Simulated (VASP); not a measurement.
LiPb, 2 atoms in the cell. The structure is trigonal, space group R-3m (No. 166). The conventional cell has a = 5.055 Å, b = 5.055 Å, c = 6.022 Å, α = 90.00°, β = 90.00°, γ = 120.00°. Within 4.0 Å of Li (site symmetry -3m) lie 8 Pb at 3.01 to 3.09 Å and 6 Li at 3.54 Å. Pb (site symmetry -3m) has 8 Li at 3.01 to 3.09 Å and 6 Pb at 3.54 Å within 4.0 Å.  This cell differs from its parent crystal: ratio of the length along z to the lengths across it x 0.96, volume and fractional coordinates fixed.

| Property | Result |
| --- | --- |
| Program | VASP 6.6.1 |
| Task | single point |
| Functional | PBEsol |
| Potentials or basis | VASP PAW PBE potentials, release 64 (Li_sv, Pb_d) |
| Cutoff | 520 eV |
| k mesh | 15 × 15 × 15 |
| Occupations | gaussian, width 0.15 eV |
| Spin | no spin polarisation |
| Dipole correction | no |
| Further INCAR settings | ALGO = Fast; EDIFF = 1e-06; NBANDS = 16 |

Potentials or basis: VASP PAW PBE potentials, release 64 (Li_sv, Pb_d).

Command:

```console
$ cat potpaw_PBE.64/Li_sv/POTCAR potpaw_PBE.64/Pb_d/POTCAR > POTCAR
$ mpirun -np 1 vasp_std > vasp.out
```

Hardware: 1 thread of Intel(R) Xeon(R) 6975P-C (Granite Rapids) (shared host).

Q: Estimate the wall time of this run.

A: It took 4.1 min on 1 thread of Intel(R) Xeon(R) 6975P-C (Granite Rapids) (shared host), peak memory 0.33 GiB. Counts: scf iterations 15, k points 344.
